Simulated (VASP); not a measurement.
Wanted: the native input for a VASP 6.6.1 run.

| Quantity | Value |
| --- | --- |
| Task | single point |
| Functional | PBE |
| Dispersion | D3(BJ) |
| Potentials or basis | VASP PAW PBE potentials, release 64 (Al) |
| Cutoff | 520 eV |
| k mesh | 3 × 3 × 1 |
| Occupations | fermi-dirac, width 0.1 eV |
| Spin | no spin polarisation |
| Dipole correction | no |
| Further INCAR settings | ALGO = Normal; EDIFF = 1e-06; NBANDS = 30 |

The structure of Al lies in POSCAR:

```
Al
1.0
    5.7275650000      0.0000000000      0.0000000000
    2.8637820000      4.9602170000      0.0000000000
    0.0000000000      0.0000000000     17.6765370000
Al
12
Direct
    0.1666684945      0.1666660955      0.0565721668
    0.6666715499      0.1666660955      0.0565721668
    0.1666709227      0.6666643818      0.0565721668
    0.6666739781      0.6666643818      0.0565721668
   -0.1580602514      0.4105062339      0.1986984215
    0.3131922611      0.3457913232      0.1771557404
   -0.1642406954      0.8929448046      0.2028338469
    0.2954763944      0.8811912866      0.1762788718
   -0.1112937806      0.1434614655      0.3369890833
    0.3804999583      0.1489854174      0.3230553586
   -0.1347957730      0.6598098430      0.3342057327
    0.3817480294      0.5981996352      0.3186653585
```

The input as run:

INCAR

```
PREC = Accurate
ENCUT = 520
EDIFF = 1E-6
ISMEAR = -1
SIGMA = 0.1
LREAL = False
LASPH = True
NELM = 60
ALGO = Normal
ISIF = 2
LWAVE = False
LCHARG = True
GGA = PE
IVDW = 12
LELF = True
LVHAR = True
NBANDS = 30
```

KPOINTS

```
regular mesh
0
Gamma
  3 3 1
```

Potentials or basis: VASP PAW PBE potentials, release 64 (Al).

The run is started by

```console
$ cat potpaw_PBE.64/Al/POTCAR > POTCAR
$ mpirun -np 1 vasp_std > vasp.out
```

Results of the run:

| Quantity | Value |
| --- | --- |
| Largest force | 1.415 eV/Å |
| Band gap on the k mesh | zero (bands 18 and 19 overlap by 0.18 eV) |
| Dispersion energy per atom | -0.224 eV |

Caveat: the k points lie up to 0.42 Å⁻¹ apart; there is no dipole correction, which matters where the two faces differ.

It took 2.2 min on 1 thread of Intel(R) Xeon(R) Platinum 8488C (Sapphire Rapids), with other jobs on the host, peak memory 0.62 GiB.
